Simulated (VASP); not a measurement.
Input of a VASP 6.6.1 run:

INCAR

```
SYSTEM = Mo
ALGO = Normal ; EDIFF = 1E-6
ENCUT = 520 ; GGA = RE
ISIF = 2 ; ISMEAR = -1
LASPH = .True. ; LCHARG = .False.
LREAL = .False. ; LWAVE = .False.
NBANDS = 13 ; NELM = 100
PREC = Accurate ; SIGMA = 0.1
```

Contents of KPOINTS:

```
k-points
0
Gamma
  15 15 15
  0 0 0
```

File POSCAR:

```
Mo
1.0
    0.0000000000      2.0347614082      2.0347614082
    2.0347614082      0.0000000000      2.0347614082
    2.0347614082      2.0347614082      0.0000000000
Mo
1
Direct
    0.0000000000      0.0000000000      0.0000000000
```

Potentials or basis: VASP PAW PBE potentials, release 64 (Mo_sv).

Run with:

```console
$ cat potpaw_PBE.64/Mo_sv/POTCAR > POTCAR
$ mpirun -np 1 vasp_std > vasp.out
```

Q: What does it give for the pressure?

A: -7.8 GPa.

Q: What does it give for the band gap on the k mesh?

A: Zero (band 7 reaches 14.65 eV, above the bottom of band 8 at 10.44 eV).

Caveat: the PAW data sets were made with another functional, which shifts forces and pressure a little.
